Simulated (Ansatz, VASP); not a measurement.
## Two plane-wave programs on AlRu

Contents of INCAR:

```
SYSTEM = AlRu
PREC = Accurate ; ENCUT = 600
EDIFF = 1E-7 ; ISMEAR = -1
SIGMA = 0.1 ; LREAL = .FALSE.
LASPH = .TRUE. ; NELM = 80
ALGO = Normal ; ISIF = 3
LWAVE = .FALSE. ; LCHARG = .FALSE.
GGA = CA ; IBRION = 2
NSW = 80 ; EDIFFG = -0.01
```

The input KPOINTS:

```
regular mesh
0
G
  11 11 11
  0 0 0
```

POSCAR

```
AlRu
1.0
    2.9916000000      0.0000000000      0.0000000000
    0.0000000000      2.9916000000      0.0000000000
    0.0000000000      0.0000000000      2.9916000000
Al Ru
1 1
Direct
    0.0000000000      0.0000000000      0.0000000000
    0.5000000000      0.5000000000      0.5000000000
```

Input for Ansatz:

```yaml
crystal:
  lattice:
    - [2.9916, 0.0, 0.0]
    - [0.0, 2.9916, 0.0]
    - [0.0, 0.0, 2.9916]
  atoms:
    - { symbol: Al, position: [0.0, 0.0, 0.0] }
    - { symbol: Ru, position: [0.5, 0.5, 0.5] }
  symmetry: { tolerance: 0.0003 }
hamiltonian:
  xc: lda
  pseudopotentials: { kind: paw, azcp: { folder: soft_1 } }
basis:
  ecutwfc: 420
magnetization:
  spin_polarized: false
scf:
  occupations: { method: fermi_dirac, width: 0.1 }
kpoints:
  mp_grid: { grid: [11, 11, 11], shift: [0, 0, 0] }
output:
  forces: true
  stress: true
  eigenvalues: true
relax:
  max_steps: 60
  cell: {}
```

Alike in both runs: task relaxation of cell and atoms; functional LDA; k mesh 11 × 11 × 11; occupations fermi-dirac, width 0.1 eV; no spin polarisation.

|  | VASP | Ansatz |
| --- | --- | --- |
| version | VASP 6.6.1 | Ansatz 0.2.0 |
| potentials or method | VASP PAW LDA potentials, release 64 (Al, Ru_pv), cutoff 600 eV | PAW plane waves |
| valence electrons in the cell | 17 | 19 |

VASP gave:

| Property | Result |
| --- | --- |
| gap on the k mesh at the Fermi level, each at its own relaxed structure (eV) | none |
| relaxed volume (Å³/atom) | 12.93 |
| relaxed cell length with the largest relative difference (Å) | 2.957 |

Which values does Ansatz return?

gap on the k mesh at the Fermi level, each at its own relaxed structure (eV): none; relaxed volume (Å³/atom): 12.90; relaxed cell length with the largest relative difference (Å): 2.955.

Ansatz warns that its potentials were made for another functional, while VASP's fit it. LDA's correlation is that of Perdew and Zunger in VASP and of Perdew and Wang (1992) in Ansatz. A gap of «none» marks a metal or a gap that the smearing closes. VASP's potentials hold 17 valence electrons a cell and Ansatz's 19, so a difference there can come from the potentials and not from the codes.
